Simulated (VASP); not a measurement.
Set up this calculation in VASP 6.6.1, as the native input.

```
Task                   : single point
Functional             : PBEsol
Potentials or basis    : VASP PAW PBE potentials, release 64 (Al, N)
Cutoff                 : 600 eV
k mesh                 : 8 × 8 × 8
Occupations            : gaussian, width 0.1 eV
Spin                   : no spin polarisation
Dipole correction      : no
Further INCAR settings : ALGO = Normal; EDIFF = 1e-06; NBANDS = 11
```

The structure of AlN lies in POSCAR:

```
AlN
1.0
    0.0000000000      2.1839935600      2.1839935600
    2.1839935600      0.0000000000      2.1839935600
    2.1839935600      2.1839935600      0.0000000000
Al N
1 1
Direct
    0.0000000000      0.0000000000      0.0000000000
    0.2500000000      0.2500000000      0.2500000000
```

The input as run:

INCAR

```
PREC = Accurate ; ENCUT = 600
EDIFF = 1E-6 ; ISMEAR = 0
SIGMA = 0.1 ; LREAL = F
LASPH = T ; NELM = 120
ALGO = Normal ; ISIF = 2
LWAVE = F ; LCHARG = T
GGA = PS ; LELF = T
LVHAR = T ; NBANDS = 11
GGA_COMPAT = F
```

KPOINTS

```
Automatic mesh
0
Gamma
  8 8 8
```

Potentials or basis: VASP PAW PBE potentials, release 64 (Al, N).

Run with:

```bash
$ cat potpaw_PBE.64/Al/POTCAR potpaw_PBE.64/N/POTCAR > POTCAR
$ mpirun -np 1 vasp_std > vasp.out
```

It gave:

```
Pressure               : 1.2 GPa
Band gap on the k mesh : 3.19 eV (least direct gap 4.13 eV)
```

Caveat: the PAW data sets were made with another functional, which shifts forces and pressure a little.

Run time: 9.3 s on 1 thread of Intel(R) Xeon(R) Platinum 8259CL CPU @ 2.50GHz (Skylake/Cascade Lake), with other jobs on the host, peak memory 0.15 GiB.
